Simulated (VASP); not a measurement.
# Tm (Im-3m) in VASP: single point with PBE

Aim: the single point of Tm with PBE.

Everything below comes from runs of VASP 6.6.1. Logs are shortened: lines on timing, memory, paths and dates and some standing lists are left out, and cuts for length are marked.

**1. The cell of the first run**

It takes space group Im-3m (No. 229, cubic). The conventional cell has a = 3.941 Å, b = 3.941 Å, c = 3.941 Å, α = 90.00°, β = 90.00°, γ = 90.00°. Tm (site symmetry m-3m) has 14 Tm at 3.41 to 3.94 Å within 4.5 Å.

This isn't the form of Tm at room conditions, which is hcp.

**2. Single point, PBE, collinear spin, ferromagnetic start**

File INCAR:

```
  ALGO = Normal
  EDIFF = 1E-6
  ENCUT = 600
  GGA = PE
  GGA_COMPAT = F
  ISIF = 2
  ISMEAR = -1
  ISPIN = 2
  LASPH = T
  LCHARG = T
  LELF = T
  LMAXMIX = 6
  LORBIT = 11
  LREAL = F
  LVHAR = T
  LWAVE = F
  MAGMOM = 2.6
  NBANDS = 22
  NELM = 200
  PREC = Accurate
  SIGMA = 0.1
```

File KPOINTS:

```
k-points
0
Gamma
  9 9 9
```

File POSCAR:

```
Tm
1.0
   -1.9705500000      1.9705500000      1.9705500000
    1.9705500000     -1.9705500000      1.9705500000
    1.9705500000      1.9705500000     -1.9705500000
Tm
1
Direct
    0.0000000000      0.0000000000      0.0000000000
```

Potentials or basis: VASP PAW PBE potentials, release 64 (Tm).

On the command line:

```
$ cat potpaw_PBE.64/Tm/POTCAR > POTCAR
$ mpirun -np 1 vasp_std > vasp.out
```

OUTCAR:

```text
EDIFF = 1E-6
   ENCUT = 600
   GGA = PE
   ISIF = 2
   ISMEAR = -1
   ISPIN = 2
   LASPH = T
   LORBIT = 11
   LREAL = F
   NELM = 200
   PREC = Accurate

 ion  position               nearest neighbor table
   1  0.000  0.000  0.000-

  LATTYP: Found a body centered cubic cell.
 ALAT       =     3.9411000000

  Lattice vectors:

 A1 = (  -1.9705500000,   1.9705500000,   1.9705500000)
 A2 = (   1.9705500000,  -1.9705500000,   1.9705500000)
 A3 = (   1.9705500000,   1.9705500000,  -1.9705500000)

Analysis of symmetry for initial positions (statically):
=====================================================================
 Subroutine PRICEL returns:
 Original cell was already a primitive cell.

 Routine SETGRP: Setting up the symmetry group for a
 body centered cubic supercell.

 Subroutine GETGRP returns: Found 48 space group operations
 (whereof 48 operations were pure point group operations)
 out of a pool of 48 trial point group operations.

The static configuration has the point symmetry O_h .

Analysis of symmetry for dynamics (positions and initial velocities):
=====================================================================
 Subroutine PRICEL returns:
 Original cell was already a primitive cell.

 Routine SETGRP: Setting up the symmetry group for a
 body centered cubic supercell.

 Subroutine GETGRP returns: Found 48 space group operations
 (whereof 48 operations were pure point group operations)
 out of a pool of 48 trial point group operations.

The dynamic configuration has the point symmetry O_h .

Analysis of structural, dynamic, and magnetic symmetry:
=====================================================================
 Subroutine PRICEL returns:
 Original cell was already a primitive cell.

 Routine SETGRP: Setting up the symmetry group for a
 body centered cubic supercell.

 Subroutine GETGRP returns: Found 48 space group operations
 (whereof 48 operations were pure point group operations)
 out of a pool of 48 trial point group operations.

The overall configuration has the point symmetry O_h .

 Subroutine INISYM returns: Found 48 space group operations
 (whereof 48 operations are pure point group operations),
 and found     1 'primitive' translations

----------------------------------------------------------------------------------------

                                     Primitive cell

  volume of cell :      30.6071

  direct lattice vectors                    reciprocal lattice vectors
    -1.970550000  1.970550000  1.970550000     0.000000000  0.253736267  0.253736267
     1.970550000 -1.970550000  1.970550000     0.253736267  0.000000000  0.253736267
     1.970550000  1.970550000 -1.970550000     0.253736267  0.253736267  0.000000000

  length of vectors
     3.413092719  3.413092719  3.413092719     0.358837269  0.358837269  0.358837269

  position of ions in fractional coordinates (direct lattice)
     0.000000000  0.000000000  0.000000000

  ion indices of the primitive-cell ions
   primitive index   ion index
                 1           1

----------------------------------------------------------------------------------------

 KPOINTS: k-points

Automatic generation of k-mesh.
 Grid dimensions read from file:
 generate k-points for:    9    9    9

 Generating k-lattice:

  Cartesian coordinates                     Fractional coordinates (reciprocal lattice)
     0.000000000  0.028192919  0.028192919     0.111111111  0.000000000  0.000000000
     0.028192919  0.000000000  0.028192919     0.000000000  0.111111111  0.000000000
     0.028192919  0.028192919  0.000000000     0.000000000  0.000000000  0.111111111

  Length of vectors
     0.039870808  0.039870808  0.039870808

  Shift w.r.t. Gamma in fractional coordinates (k-lattice)
     0.000000000  0.000000000  0.000000000

 Subroutine IBZKPT returns following result:
 ===========================================

 Found     35 irreducible k-points:

 Following reciprocal coordinates:
            Coordinates               Weight
  0.000000  0.000000  0.000000      1.000000
  0.111111  0.000000  0.000000     12.000000
  0.222222  0.000000  0.000000     12.000000
  0.333333  0.000000  0.000000     12.000000
  0.444444  0.000000  0.000000     12.000000
  0.111111  0.111111  0.000000     24.000000
[... 16 lines left out ...]
 -0.333333  0.444444  0.111111     48.000000
 -0.444444 -0.444444  0.111111     24.000000
 [... further k-points ...]
   k-points           NKPTS =     35   k-points in BZ     NKDIM =     35   number of bands    NBANDS=     22
   number of dos      NEDOS =    301   number of ions     NIONS =      1
   total plane-waves  NPLWV =  21952
   dimension x,y,z NGX =    28 NGY =   28 NGZ =   28
   dimension x,y,z NGXF=    56 NGYF=   56 NGZF=   56
   ions per type =               1
   NGX,Y,Z   is equivalent  to a cutoff of  13.64, 13.64, 13.64 a.u.
   NGXF,Y,Z  is equivalent  to a cutoff of  27.28, 27.28, 27.28 a.u.
 SYSTEM =  unknown system
   PREC   = accura    normal or accurate (medium, high low for compatibility)
   ISTART =      0    job   : 0-new  1-cont  2-samecut
   ICHARG =      2    charge: 1-file 2-atom 10-const
   ISPIN  =      2    spin polarized calculation?
   LNONCOLLINEAR =      F non collinear calculations
   LSORBIT =      F    spin-orbit coupling
   LASPH  =      T    aspherical Exc in radial PAW
   ENCUT  =  600.0 eV  44.10 Ry    6.64 a.u.   6.82  6.82  6.82*2*pi/ulx,y,z
   NELM   =    200;   NELMIN=  2; NELMDL= -5     # of ELM steps
   EDIFF  = 0.1E-05   stopping-criterion for ELM
   LREAL  =      F    real-space projection
   EDIFFG = 0.1E-04   stopping-criterion for IOM
   NSW    =      0    number of steps for IOM
   IBRION =     -1    ionic relax: 0-MD 1-quasi-New 2-CG
   NFREE  =      0    steps in history (QN), initial steepest desc. (CG)
   ISIF   =      2    stress and relaxation
   ISYM   =      2    0-nonsym 1-usesym 2-fastsym
   POTIM  = 0.5000    time-step for ionic-motion
   TEBEG  =    0.0;   TEEND  =   0.0 temperature during run
   PSTRESS=    0.0 pullay stress
   NELECT =      23.0000    total number of electrons
   NUPDOWN=      -1.0000    fix difference up-down
   EMIN   =  10.00;   EMAX   =-10.00  energy-range for DOS
   EFERMI =   0.00;   METHOD = LEGACY
   ISMEAR =    -1;   SIGMA  =   0.10  broadening in eV -4-tet -1-fermi 0-gaus
   EFERMI_NEDOS =   21; number of points for ismear=-14 and -15
   IALGO  =     38    algorithm
   IMIX   =      4    mixing-type and parameters
     AMIX     =   0.40;   BMIX     =  1.00
     AMIX_MAG =   1.60;   BMIX_MAG =  1.00
  volume/ion in A,a.u.               =      30.61       206.55
  Fermi-wavevector in a.u.,A,eV,Ry     =   1.488367  2.812606 30.140114  2.215236
  Thomas-Fermi vector in A             =   2.601410
   LORBIT       =     11    0 simple, 1 ext, 2 COOP (PROOUT), +10 PAW based schemes
   GGA     = PE    functional components
   LHFCALC =     F    Hartree Fock is set to
   AEXX    =    0.0000 exact exchange contribution
   IVDW    =     0    specifies the selected vdW correction
   LEPSILON=     F    determine dielectric tensor
   LRPA    =     F    only Hartree local field effects (RPA)
 spin polarized calculation
  energy-cutoff  :      600.00
  volume of cell :       30.61
 maximum number of plane-waves:      1032
   NGX = 13   NGY = 13   NGZ = 13

 number of electron      22.9999992 magnetization       1.1574883

 Free energy of the ion-electron system (eV)
  ---------------------------------------------------
  ext. energy  EPLUGINS =         0.00000000
  ---------------------------------------------------
  free energy    TOTEN  =        -4.13916021 eV

  energy without entropy =       -3.92012835  energy(sigma->0) =       -4.02964428

 E-fermi :   2.2851     XC(G=0): -10.1981

 val. band max:        2.2788897568   @ k =  -0.3333   0.4444   0.1111
 cond. band min:       2.2870605252   @ k =  -0.4444   0.4444   0.1111
 fundamental gap:      0.0081707684
 Fermi energy:         2.2851481776

 spin component 1

 k-point     1 :       0.0000    0.0000    0.0000
  band No.  band energies     occupation
      1     -48.1903      1.00000
      2     -21.1231      1.00000
      3     -21.1231      1.00000
      4     -21.1231      1.00000
      5      -3.0446      1.00000
      6       0.7067      1.00000
[... 14 lines left out ...]
     21      21.6130      0.00000
     22      21.6130      0.00000

 k-point     2 :       0.1111    0.0000    0.0000
  band No.  band energies     occupation
      1     -48.1852      1.00000
      2     -21.1995      1.00000
      3     -21.1467      1.00000
      4     -21.1235      1.00000
      5      -2.6851      1.00000
      6       0.7112      1.00000
[... 14 lines left out ...]
     21      19.0452      0.00000
     22      19.5693      0.00000
[... 523 lines left out ...]
     21      18.0867      0.00000
     22      20.6913      0.00000

 k-point    24 :      -0.4444   -0.4444    0.1111
  band No.  band energies     occupation
      1     -48.1382      1.00000
      2     -21.6732      1.00000
      3     -21.4136      1.00000
      4     -21.2207      1.00000
      5       0.7438      1.00000
      6       0.8108      1.00000
[... 14 lines left out ...]
     21      18.2872      0.00000
     22      20.5429      0.00000

 [... further k-points ...]

 spin component 2

 k-point     1 :       0.0000    0.0000    0.0000
  band No.  band energies     occupation
      1     -47.6536      1.00000
      2     -20.7543      1.00000
      3     -20.7543      1.00000
      4     -20.7543      1.00000
      5      -3.1385      1.00000
      6       1.8276      0.98980
[... 14 lines left out ...]
     21      21.5422      0.00000
     22      21.5422      0.00000

 k-point     2 :       0.1111    0.0000    0.0000
  band No.  band energies     occupation
      1     -47.6482      1.00000
      2     -20.8347      1.00000
      3     -20.7789      1.00000
      4     -20.7548      1.00000
      5      -2.7754      1.00000
      6       1.8031      0.99200
[... 14 lines left out ...]
     21      18.9814      0.00000
     22      19.5473      0.00000
[... 523 lines left out ...]
     21      18.0716      0.00000
     22      20.6545      0.00000

 k-point    24 :      -0.4444   -0.4444    0.1111
  band No.  band energies     occupation
      1     -47.5988      1.00000
      2     -21.3307      1.00000
      3     -21.0578      1.00000
      4     -20.8565      1.00000
      5       1.1609      0.99999
      6       1.6605      0.99807
[... 14 lines left out ...]
     21      18.2358      0.00000
     22      20.5281      0.00000

 [... further k-points ...]

------------------------ aborting loop because EDIFF is reached ----------------------------------------

  FORCE on cell =-STRESS in cart. coord.  units (eV):
  Direction    XX          YY          ZZ          XY          YZ          ZX
  --------------------------------------------------------------------------------------
  -------------------------------------------------------------------------------------
  Total        0.6876834      0.6876834      0.6876834      0.0000000     -0.0000000     -0.0000000
  in kB       35.9978651     35.9978651     35.9978651      0.0000000     -0.0000000     -0.0000000
  external PRESSURE =      35.9978651 kB  Pullay stress =       0.0000000 kB

 VOLUME and BASIS-vectors are now :
 -----------------------------------------------------------------------------
  energy-cutoff  :      600.00
  volume of cell :       30.61
      direct lattice vectors                 reciprocal lattice vectors
    -1.970550000  1.970550000  1.970550000     0.000000000  0.253736267  0.253736267
     1.970550000 -1.970550000  1.970550000     0.253736267  0.000000000  0.253736267
     1.970550000  1.970550000 -1.970550000     0.253736267  0.253736267  0.000000000

 POSITION                                       TOTAL-FORCE (eV/Angst)
 -----------------------------------------------------------------------------------
      0.00000      0.00000      0.00000         0.000000      0.000000      0.000000
 -----------------------------------------------------------------------------------
    total drift:                               -0.000000     -0.000000     -0.000000

  FREE ENERGIE OF THE ION-ELECTRON SYSTEM (eV)
  ---------------------------------------------------
  free  energy   TOTEN  =        -4.1391602124 eV

  energy  without entropy=       -3.9201283459  energy(sigma->0) =       -4.02964428

 total charge

# of ion       s       p       d       f       tot
--------------------------------------------------
    1        2.218   5.945   0.399  12.503  21.066

 magnetization (x)

# of ion       s       p       d       f       tot
--------------------------------------------------
    1        0.004  -0.030  -0.028   1.280   1.227
```

Wall time 4.3 min (1 thread of Intel Xeon Platinum 8375C at 2.90GHz (Ice Lake), shared host); peak memory 0.21 GiB.

Results:

| Property | Result |
| --- | --- |
| Free energy | -4.1392 eV |
| Pressure | 3.6 GPa |
| Net moment | 1.16 μB per cell |
| Site moments | Tm +1.23 μB |
| Valence electrons inside the program's atomic spheres | Tm 21.07 |

Levels at points of the mesh, in eV from the Fermi level:
Spin up:
| k point | band 10 | band 11 | band 12 | band 13 | band 14 | band 15 |
| --- | --- | --- | --- | --- | --- | --- |
| (0.00, 0.00, 0.00) | -1.05 | -1.05 | -1.02 | 2.86 | 2.86 | 2.86 |
Spin down:
```tsv
k point	band 10	band 11	band 12	band 13	band 14	band 15
(0.00, 0.00, 0.00)	-0.16	-0.16	-0.16	2.92	2.92	2.92
```

Caveat: the magnetic or orbital state may not be the lowest; the cell stands under pressure; spin-orbit coupling is left out, which moves the levels of the heavy elements; semilocal functionals describe open f shells poorly, which spoils levels, moments and volumes.
